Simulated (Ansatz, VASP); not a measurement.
# One calculation of IrBrO, two programs

```xyz
6
Lattice="3.5630 0.0000 0.0000 0.0000 3.5630 0.0000 0.0000 0.0000 7.3494" Properties=species:S:1:pos:R:3 pbc="T T T"
O     0.0000    0.0000    0.0000
O     1.7815    1.7815    0.0000
Br    0.0000    1.7815    4.7991
Br    1.7815    0.0000    2.5502
Ir    0.0000    1.7815    1.1318
Ir    1.7815    0.0000    6.2176
```

Alike in both runs: task single point; functional r2SCAN; k mesh 9 × 9 × 5; occupations fermi-dirac, width 0.084 eV; no spin polarisation.

```csv
,VASP,Ansatz
version,VASP 6.6.1,Ansatz 0.2.0
potentials or method,"VASP PAW PBE potentials, release 64 (O, Br, Ir), cutoff 520 eV",PAW plane waves
valence electrons in the cell,44,60
```

VASP gave:

* pressure (GPa): 5.5
* traceless stress, the component that is largest in VASP (GPa): 3.49
* rms of the force components (eV/Å): 0.175

Which values does Ansatz return?

Pressure (GPa): 4.4; traceless stress, the component that is largest in VASP (GPa): 3.68; rms of the force components (eV/Å): 0.149.

VASP's potentials were made for PBE, not for r2SCAN. Atom by atom the forces differ by 0.058 eV/Å (rms over components). VASP's potentials hold 44 valence electrons a cell and Ansatz's 60, so a difference there can come from the potentials and not from the codes.

Neither program's run includes spin-orbit coupling.
